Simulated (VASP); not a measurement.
Here is a VASP 6.6.1 calculation.

The input POSCAR:

```
LiCl
1.0
    3.8941840841      0.0584127613      0.0000000000
   -1.8965051069      3.3432559632      0.0000000000
    0.0000000000      0.0000000000      6.2244574211
Li Cl
2 2
Direct
    0.3312129375      0.6666822558     -0.0031476859
    0.6687870625      0.3333177442      0.4968523141
    0.3280244883      0.6669280722      0.3781476859
    0.6719755117      0.3330719278      0.8781476859
```

Contents of INCAR.step1:

```
SYSTEM = LiCl
ALGO = Normal
EDIFF = 1E-4
ENCUT = 520
GGA = PE
ISMEAR = 0
LASPH = .True.
LCHARG = .False.
LREAL = .False.
LWAVE = .True.
NBANDS = 18
NELM = 80
PREC = Accurate
SIGMA = 0.01
```

File INCAR.step2:

```
SYSTEM = LiCl
ALGO = Normal
EDIFF = 1E-6
ENCUT = 520
ISIF = 2
ISMEAR = 0
ISTART = 1
LASPH = .True.
LCHARG = .False.
LMIXTAU = .True.
LREAL = .False.
LWAVE = .False.
METAGGA = R2SCAN
NBANDS = 18
NELM = 80
PREC = Accurate
SIGMA = 0.01
```

File KPOINTS:

```
k-points
0
Gamma
  12 12 4
  0 0 0
```

Potentials or basis: VASP PAW PBE potentials, release 64 (Li_sv, Cl).

The run is started by

```console
$ cat potpaw_PBE.64/Li_sv/POTCAR potpaw_PBE.64/Cl/POTCAR > POTCAR
$ cp INCAR.step1 INCAR
$ mpirun -np 1 vasp_std > vasp.out
$ cp INCAR.step2 INCAR
$ mpirun -np 1 vasp_std > vasp.out
```

Predict the band gap on the k mesh.

6.74 eV.

What does it give for the largest force?

0.017 eV/Å.

Forces in eV/Å, atoms in the order of the input:
```
Li  -0.005  0.013  0.009
Li   0.005 -0.013  0.009
Cl   0.002  0.001 -0.009
Cl  -0.002 -0.001 -0.009
```

Caveat: the cell differs from its parent crystal (shear xy strain +3.0%); the structure was generated, so it needn't be the stable form of LiCl; the PAW data sets were made with another functional, which shifts forces and pressure a little. A k mesh can miss the band edges.
